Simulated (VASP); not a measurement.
# Zn (P6_3/mmc) in VASP: notebook

The runs below take Zn through single point, with LDA.

Everything below comes from runs of VASP 6.6.1. Logs are shortened: lines on timing, memory, paths and dates and some standing lists are left out, and cuts for length are marked.

**1. The cell of the first run**

It takes space group P6_3/mmc (No. 194, hexagonal). The conventional cell has a = 2.625 Å, b = 2.625 Å, c = 4.947 Å, α = 90.00°, β = 90.00°, γ = 120.00°. Within 3.5 Å of Zn (site symmetry -6m2) lie 12 Zn at 2.62 to 2.90 Å.

**2. Single point, LDA (strain -0.0150 x Voigt [1, 1, 0, 0, 0, 0])**

Contents of INCAR:

```
PREC     = Accurate       # precision mode
ENCUT    = 520            # plane-wave cutoff, eV
EDIFF    = 1E-7           # SCF threshold, eV
ISMEAR   = 0              # smearing method
SIGMA    = 0.15           # smearing width, eV
LREAL    = F              # projectors in reciprocal space
LASPH    = T              # aspherical terms in the spheres
NELM     = 100            # most SCF steps
ALGO     = Fast           # electronic algorithm
ISIF     = 2              # what is computed and relaxed
LWAVE    = F              # write WAVECAR
LCHARG   = F              # write CHGCAR
NBANDS   = 19             # bands
```

Contents of KPOINTS:

```
Automatic mesh
0
Gamma
  21 21 10
```

Contents of POSCAR:

```
Zn
1.0
    2.6248260824      0.0000000000      0.0000000000
   -1.3124130412      2.2731660679      0.0000000000
    0.0000000000      0.0000000000      4.9467000000
Zn
2
Direct
    0.3333333333      0.6666666667      0.2500000000
    0.6666666667      0.3333333333      0.7500000000
```

Potentials or basis: VASP PAW LDA potentials, release 64 (Zn).

On the command line:

```bash
$ cat potpaw_LDA.64/Zn/POTCAR > POTCAR
$ mpirun -np 1 vasp_std > vasp.out
```

OUTCAR:

```text
PREC = Accurate
   ENCUT = 520
   EDIFF = 1E-7
   ISMEAR = 0
   LREAL = F
   LASPH = T
   NELM = 100
   ISIF = 2

 ion  position               nearest neighbor table
   1  0.333  0.667  0.250-   2 2.90   2 2.90   2 2.90   2 2.90   2 2.90   2 2.90
   2  0.667  0.333  0.750-   1 2.90   1 2.90   1 2.90   1 2.90   1 2.90   1 2.90

  LATTYP: Found a hexagonal cell.
 ALAT       =     2.6248260824
 C/A-ratio  =     1.8845820046

  Lattice vectors:

 A1 = (   2.6248260824,   0.0000000000,   0.0000000000)
 A2 = (  -1.3124130412,   2.2731660679,   0.0000000000)
 A3 = (   0.0000000000,   0.0000000000,   4.9467000000)

Analysis of symmetry for initial positions (statically):
=====================================================================
 Subroutine PRICEL returns:
 Original cell was already a primitive cell.

 Routine SETGRP: Setting up the symmetry group for a
 hexagonal supercell.

 Subroutine GETGRP returns: Found 24 space group operations
 (whereof 12 operations were pure point group operations)
 out of a pool of 24 trial point group operations.

The static configuration has the point symmetry D_3d.
 The point group associated with its full space group is D_6h.

Analysis of symmetry for dynamics (positions and initial velocities):
=====================================================================
 Subroutine PRICEL returns:
 Original cell was already a primitive cell.

 Routine SETGRP: Setting up the symmetry group for a
 hexagonal supercell.

 Subroutine GETGRP returns: Found 24 space group operations
 (whereof 12 operations were pure point group operations)
 out of a pool of 24 trial point group operations.

The dynamic configuration has the point symmetry D_3d.
 The point group associated with its full space group is D_6h.

 Subroutine INISYM returns: Found 24 space group operations
 (whereof 12 operations are pure point group operations),
 and found     1 'primitive' translations

----------------------------------------------------------------------------------------

                                     Primitive cell

  volume of cell :      29.5153

  direct lattice vectors                    reciprocal lattice vectors
     2.624826082  0.000000000  0.000000000     0.380977622  0.219957533  0.000000000
    -1.312413041  2.273166068  0.000000000     0.000000000  0.439915066  0.000000000
     0.000000000  0.000000000  4.946700000     0.000000000  0.000000000  0.202154972

  length of vectors
     2.624826082  2.624826082  4.946700000     0.439915066  0.439915066  0.202154972

  position of ions in fractional coordinates (direct lattice)
     0.333333333  0.666666667  0.250000000
     0.666666667  0.333333333  0.750000000

  ion indices of the primitive-cell ions
   primitive index   ion index
                 1           1
                 2           2

----------------------------------------------------------------------------------------

 KPOINTS: Automatic mesh

Automatic generation of k-mesh.
 Grid dimensions read from file:
 generate k-points for:   21   21   10

 Generating k-lattice:

  Cartesian coordinates                     Fractional coordinates (reciprocal lattice)
     0.018141792  0.010474168  0.000000000     0.047619048 -0.000000000  0.000000000
     0.000000000  0.020948336  0.000000000     0.000000000  0.047619048  0.000000000
     0.000000000  0.000000000  0.020215497     0.000000000  0.000000000  0.100000000

  Length of vectors
     0.020948336  0.020948336  0.020215497

  Shift w.r.t. Gamma in fractional coordinates (k-lattice)
     0.000000000  0.000000000  0.000000000

 Subroutine IBZKPT returns following result:
 ===========================================

 Found    288 irreducible k-points:

 Following reciprocal coordinates:
            Coordinates               Weight
  0.000000  0.000000  0.000000      1.000000
  0.047619 -0.000000  0.000000      6.000000
  0.095238 -0.000000  0.000000      6.000000
  0.142857 -0.000000  0.000000      6.000000
  0.190476 -0.000000  0.000000      6.000000
  0.238095 -0.000000  0.000000      6.000000
[... 16 lines left out ...]
  0.142857  0.095238  0.000000     12.000000
  0.190476  0.095238  0.000000     12.000000
 [... further k-points ...]
   k-points           NKPTS =    288   k-points in BZ     NKDIM =    288   number of bands    NBANDS=     19
   number of dos      NEDOS =    301   number of ions     NIONS =      2
   total plane-waves  NPLWV =  16000
   dimension x,y,z NGX =    20 NGY =   20 NGZ =   40
   dimension x,y,z NGXF=    40 NGYF=   40 NGZF=   80
   ions per type =               2
   NGX,Y,Z   is equivalent  to a cutoff of  12.67, 12.67, 13.44 a.u.
   NGXF,Y,Z  is equivalent  to a cutoff of  25.33, 25.33, 26.89 a.u.
 SYSTEM =  unknown system
   PREC   = accura    normal or accurate (medium, high low for compatibility)
   ISTART =      0    job   : 0-new  1-cont  2-samecut
   ICHARG =      2    charge: 1-file 2-atom 10-const
   ISPIN  =      1    spin polarized calculation?
   LNONCOLLINEAR =      F non collinear calculations
   LSORBIT =      F    spin-orbit coupling
   LASPH  =      T    aspherical Exc in radial PAW
   ENCUT  =  520.0 eV  38.22 Ry    6.18 a.u.   4.88  4.88  9.20*2*pi/ulx,y,z
   NELM   =    100;   NELMIN=  2; NELMDL= -5     # of ELM steps
   EDIFF  = 0.1E-06   stopping-criterion for ELM
   LREAL  =      F    real-space projection
   EDIFFG = 0.1E-05   stopping-criterion for IOM
   NSW    =      0    number of steps for IOM
   IBRION =     -1    ionic relax: 0-MD 1-quasi-New 2-CG
   NFREE  =      0    steps in history (QN), initial steepest desc. (CG)
   ISIF   =      2    stress and relaxation
   ISYM   =      2    0-nonsym 1-usesym 2-fastsym
   POTIM  = 0.5000    time-step for ionic-motion
   TEBEG  =    0.0;   TEEND  =   0.0 temperature during run
   PSTRESS=    0.0 pullay stress
   NELECT =      24.0000    total number of electrons
   NUPDOWN=      -1.0000    fix difference up-down
   EMIN   =  10.00;   EMAX   =-10.00  energy-range for DOS
   EFERMI =   0.00;   METHOD = LEGACY
   ISMEAR =     0;   SIGMA  =   0.15  broadening in eV -4-tet -1-fermi 0-gaus
   EFERMI_NEDOS =   21; number of points for ismear=-14 and -15
   IALGO  =     68    algorithm
   IMIX   =      4    mixing-type and parameters
     AMIX     =   0.40;   BMIX     =  1.00
     AMIX_MAG =   1.60;   BMIX_MAG =  1.00
  volume/ion in A,a.u.               =      14.76        99.59
  Fermi-wavevector in a.u.,A,eV,Ry     =   1.528022  2.887542 31.767562  2.334850
  Thomas-Fermi vector in A             =   2.635838
   LORBIT       =      0    0 simple, 1 ext, 2 COOP (PROOUT), +10 PAW based schemes
   GGA     = CA    functional components
   LHFCALC =     F    Hartree Fock is set to
   AEXX    =    0.0000 exact exchange contribution
   IVDW    =     0    specifies the selected vdW correction
   LEPSILON=     F    determine dielectric tensor
   LRPA    =     F    only Hartree local field effects (RPA)
 non-spin polarized calculation
 RMM-DIIS sequential band-by-band and
 Gauss-broadening in eV      SIGMA  =   0.15
  energy-cutoff  :      520.00
  volume of cell :       29.52
 maximum number of plane-waves:       816
 NGX is ok and might be reduce to    20
   NGX =  9   NGY =  9   NGZ = 19

 number of electron      24.0000029 magnetization

 Free energy of the ion-electron system (eV)
  ---------------------------------------------------
  ext. energy  EPLUGINS =         0.00000000
  ---------------------------------------------------
  free energy    TOTEN  =        -3.71378033 eV

  energy without entropy =       -3.70946101  energy(sigma->0) =       -3.71162067

 E-fermi :   3.1232     XC(G=0): -12.0434

 val. band max:        3.1148583960   @ k =   0.3333   0.0952   0.0000
 cond. band min:       3.1524519247   @ k =   0.2381   0.2381   0.1000
 fundamental gap:      0.0375935287
 Fermi energy:         3.1232317926

 k-point     1 :       0.0000    0.0000    0.0000
  band No.  band energies     occupation
      1      -7.5533      2.00000
      2      -5.7533      2.00000
      3      -5.0127      2.00000
      4      -4.7523      2.00000
      5      -4.7523      2.00000
      6      -4.7031      2.00000
[... 11 lines left out ...]
     18      22.7808      0.00000
     19      22.8900      0.00000

 k-point     2 :       0.0476   -0.0000    0.0000
  band No.  band energies     occupation
      1      -7.4836      2.00000
      2      -5.7210      2.00000
      3      -5.0045      2.00000
      4      -4.7602      2.00000
      5      -4.7351      2.00000
      6      -4.7114      2.00000
[... 11 lines left out ...]
     18      21.9604      0.00000
     19      23.4716      0.00000

 k-point     3 :       0.0952   -0.0000    0.0000
  band No.  band energies     occupation
      1      -7.2765      2.00000
      2      -5.6302      2.00000
      3      -4.9833      2.00000
      4      -4.7799      2.00000
      5      -4.7314      2.00000
      6      -4.6847      2.00000
[... 11 lines left out ...]
     18      21.3199      0.00000
     19      23.1086      0.00000

 k-point     4 :       0.1429   -0.0000    0.0000
  band No.  band energies     occupation
      1      -6.9393      2.00000
      2      -5.5014      2.00000
      3      -4.9606      2.00000
      4      -4.8049      2.00000
      5      -4.7381      2.00000
      6      -4.6047      2.00000
[... 407 lines left out ...]
     18      20.7509      0.00000
     19      21.7760      0.00000

 k-point    23 :       0.1429    0.0952    0.0000
  band No.  band energies     occupation
      1      -6.3017      2.00000
      2      -5.3009      2.00000
      3      -4.9682      2.00000
      4      -4.8321      2.00000
      5      -4.7567      2.00000
      6      -4.7152      2.00000
[... 11 lines left out ...]
     18      19.6128      0.00000
     19      20.0373      0.00000

 k-point    24 :       0.1905    0.0952    0.0000
  band No.  band energies     occupation
      1      -5.8161      2.00000
      2      -5.2337      2.00000
      3      -4.9361      2.00000
      4      -4.8580      2.00000
      5      -4.8483      2.00000
      6      -4.6649      2.00000
[... 11 lines left out ...]
     18      18.8726      0.00000
     19      19.1485      0.00000

 [... further k-points ...]

------------------------ aborting loop because EDIFF is reached ----------------------------------------

  FORCE on cell =-STRESS in cart. coord.  units (eV):
  Direction    XX          YY          ZZ          XY          YZ          ZX
  --------------------------------------------------------------------------------------
  -------------------------------------------------------------------------------------
  Total       -1.3600414     -1.3600414     -0.7187202      0.0000000      0.0000000      0.0000000
  in kB      -73.8270385    -73.8270385    -39.0142426      0.0000000      0.0000000      0.0000000
  external PRESSURE =     -62.2227732 kB  Pullay stress =       0.0000000 kB

 VOLUME and BASIS-vectors are now :
 -----------------------------------------------------------------------------
  energy-cutoff  :      520.00
  volume of cell :       29.52
      direct lattice vectors                 reciprocal lattice vectors
     2.624826082  0.000000000  0.000000000     0.380977622  0.219957533  0.000000000
    -1.312413041  2.273166068  0.000000000     0.000000000  0.439915066  0.000000000
     0.000000000  0.000000000  4.946700000     0.000000000  0.000000000  0.202154972

 POSITION                                       TOTAL-FORCE (eV/Angst)
 -----------------------------------------------------------------------------------
     -0.00000      1.51544      1.23667        -0.000000      0.000000      0.000000
      1.31241      0.75772      3.71002         0.000000     -0.000000      0.000000
 -----------------------------------------------------------------------------------
    total drift:                               -0.000000      0.000000      0.000000

  FREE ENERGIE OF THE ION-ELECTRON SYSTEM (eV)
  ---------------------------------------------------
  free  energy   TOTEN  =        -3.7137803292 eV

  energy  without entropy=       -3.7094610146  energy(sigma->0) =       -3.71162067
```

It took 2.1 min on 1 thread of AMD EPYC 9R14 (Zen 4), shared host; peak memory 0.2 GiB.

What came out:

- Free energy: -3.7138 eV
- Pressure: -6.2 GPa
- Band gap on the k mesh: zero (band 12 reaches 4.62 eV, above the bottom of band 13 at -0.15 eV)

Stress tensor (GPa, compression positive):
```
-7.38  0.00  0.00
 0.00 -7.38  0.00
 0.00  0.00 -3.90
```

Levels at points of the mesh, in eV from the Fermi level:
```csv
k point,band 9,band 10,band 11,band 12,band 13,band 14,band 15,band 16
"(0.00, 0.00, 0.00)",-7.45,-7.25,-7.25,-3.85,-3.27,13.27,17.17,17.97
"(0.00, 0.00, 0.50)",-7.33,-7.33,-7.33,-7.33,4.35,4.35,19.24,19.24
```

Caveat: the cell differs from its parent crystal (strain -0.0150 x Voigt [1, 1, 0, 0, 0, 0]).

**3. Single point, LDA (strain +0.0150 x Voigt [1, 1, 0, 0, 0, 0])**

Contents of INCAR:

```
SYSTEM = Zn
PREC = Accurate ; ENCUT = 520
EDIFF = 1E-7 ; ISMEAR = 0
SIGMA = 0.15 ; LREAL = .False.
LASPH = .True. ; NELM = 60
ALGO = Fast ; ISIF = 2
LWAVE = .False. ; LCHARG = .False.
GGA = CA ; NBANDS = 19
```

Contents of KPOINTS:

```
Automatic mesh
0
Gamma
  21 21 10
  0 0 0
```

Contents of POSCAR:

```
Zn
1.0
    2.7047700240      0.0000000000      0.0000000000
   -1.3523850120      2.3423995522      0.0000000000
    0.0000000000      0.0000000000      4.9467000000
Zn
2
Direct
    0.3333333333      0.6666666667      0.2500000000
    0.6666666667      0.3333333333      0.7500000000
```

Potentials or basis: VASP PAW LDA potentials, release 64 (Zn).

On the command line:

```bash
$ cat potpaw_LDA.64/Zn/POTCAR > POTCAR
$ mpirun -np 1 vasp_std > vasp.out
```

Run time: 1.9 min. Hardware: 1 thread of AMD EPYC 9R14 (Zen 4), shared host; peak memory 0.2 GiB.

It converged, with:

```
Free energy            : -3.6024 eV
Pressure               : -9.9 GPa
Band gap on the k mesh : zero (band 12 reaches 4.15 eV, above the bottom of band 13 at -0.28 eV)
```

Stress tensor (GPa, compression positive):
```
-11.35   0.00   0.00
  0.00 -11.35   0.00
  0.00   0.00  -6.98
```

Levels at points of the mesh, in eV from the Fermi level:
| k point | band 10 | band 11 | band 12 | band 13 | band 14 | band 15 |
| --- | --- | --- | --- | --- | --- | --- |
| (0.00, 0.00, 0.00) | -7.20 | -7.20 | -3.46 | -3.02 | 13.67 | 16.51 |
| (0.00, 0.00, 0.50) | -7.28 | -7.28 | -7.28 | 4.68 | 4.68 | 17.77 |

Caveat: the cell differs from its parent crystal (strain +0.0150 x Voigt [1, 1, 0, 0, 0, 0]).

[end of part 1 of 2]
